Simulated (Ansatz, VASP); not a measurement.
Two plane-wave programs on WC

```
CELL_PARAMETERS angstrom
2.89901 0.00000 0.00000
-1.44950 2.51061 0.00000
0.00000 0.00000 2.82704
ATOMIC_POSITIONS crystal
W 0.00000 0.00000 0.00000
C 0.66667 0.33333 0.50000
```

Alike in both runs: functional PBEsol; k mesh 18 × 18 × 16; occupations fermi-dirac, width 0.1 eV; no spin polarisation.

Ansatz relaxed the structure, and its values are those at the end. VASP's run is a single point on that final structure, the one shown.

```csv
,VASP,Ansatz
version,VASP 6.6.1,Ansatz 0.2.0
potentials or method,"VASP PAW PBE potentials, release 64 (W_sv, C)","PAW with Ansatz's default frozen-core files, scalar-relativistic"
plane-wave cutoff (eV),520,420
valence electrons in the cell,18,18
```

|  | VASP | Ansatz | Ansatz less VASP |
| --- | --- | --- | --- |
| pressure (GPa) | 1.3 | 0.0 | -1.28 |

VASP's potentials were made for PBE, not for PBEsol.

Neither program's run includes spin-orbit coupling.
